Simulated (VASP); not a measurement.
Here is a VASP 6.6.1 calculation.

File INCAR:

```
  PREC = Accurate
  ENCUT = 500
  EDIFF = 1E-7
  ISMEAR = 0
  SIGMA = 0.01
  LREAL = False
  LASPH = True
  NELM = 120
  ALGO = Normal
  ISIF = 3
  LWAVE = False
  LCHARG = False
  IBRION = 2
  NSW = 80
  EDIFFG = -0.001
  PSTRESS = 200.0
  GGA_COMPAT = False
  NELMIN = 4
```

KPOINTS

```
regular mesh
0
Gamma
  9 9 8
```

File POSCAR:

```
YHSe
1.0
    3.7637356356      0.0000000000      0.0000000000
   -1.8818678178      3.2594906736      0.0000000000
    0.0000000000      0.0000000000      3.8146042624
Y H Se
1 1 1
Direct
    0.0000000000      0.0000000000      0.0000000000
    0.3333333333      0.6666666667      0.0000000000
    0.6666666667      0.3333333333      0.5000000000
```

Potentials or basis: VASP PAW LDA potentials, release 64 (Y_sv, H, Se).

Run with:

```bash
$ cat potpaw_LDA.64/Y_sv/POTCAR potpaw_LDA.64/H/POTCAR potpaw_LDA.64/Se/POTCAR > POTCAR
$ mpirun -np 1 vasp_std > vasp.out
```

**Question.** Estimate the space group after relaxing (to 0.1 Å).

**Answer.** P-6m2 (No. 187).

**Question.** Estimate the band gap on the k mesh.

**Answer.** 1.29 eV (least direct gap 1.59 eV).

**Question.** Estimate the relaxed volume.

**Answer.** 13.43 Å³/atom.

**Question.** Predict the relaxed cell.

**Answer.** a = 3.579 Å, b = 3.579 Å, c = 3.631 Å, α = 90.00°, β = 90.00°, γ = 120.00°.

The path:
```
step  energy change (eV)  largest force (eV/Å)  pressure (GPa)  volume (Å³)
   1              0.0000                0.0000            0.09        46.80
   2              1.5323                0.0000           52.79        34.86
   3              0.3405                0.0000           19.33        40.44
   4              0.3573                0.0000           19.91        40.30
   5              0.3728                0.0000           20.45        40.18
   6              0.3481                0.0000           19.59        40.37
   7              0.3595                0.0000           19.99        40.28
   8              0.3598                0.0000           20.00        40.28
   9              0.3600                0.0000           20.01        40.28
  10              0.3601                0.0000           20.01        40.28
```

Caveat: the cell is relaxed towards a set pressure, so the run minimises the enthalpy, not the energy; an odd mesh through Γ misses points on the zone boundary, where band edges can lie.
